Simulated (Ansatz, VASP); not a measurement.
# One calculation of Nb, two programs

```
Nb
1.0
     0.00000    2.15648    2.15648
     2.15648    0.00000    2.15648
     2.15648    2.15648    0.00000
Nb
1
Direct
  0.00000 0.00000 0.00000
```

Alike in both runs: task single point; functional r2SCAN; k mesh 11 × 11 × 11; occupations fermi-dirac, width 0.05 eV; no spin polarisation.

```csv
,VASP,Ansatz
version,VASP 6.6.1,Ansatz 0.2.0
potentials or method,"VASP PAW PBE potentials, release 64 (Nb_sv)",Ansatz PAW
plane-wave cutoff (eV),520,500
valence electrons in the cell,13,13
```

|  | VASP | Ansatz | Ansatz less VASP |
| --- | --- | --- | --- |
| gap on the k mesh at the Fermi level (eV) | none | none | - |
| pressure (GPa) | -10.7 | -10.5 | +0.16 |

VASP's potentials were made for PBE, not for r2SCAN. A gap of «none» marks a metal or a gap that the smearing closes.
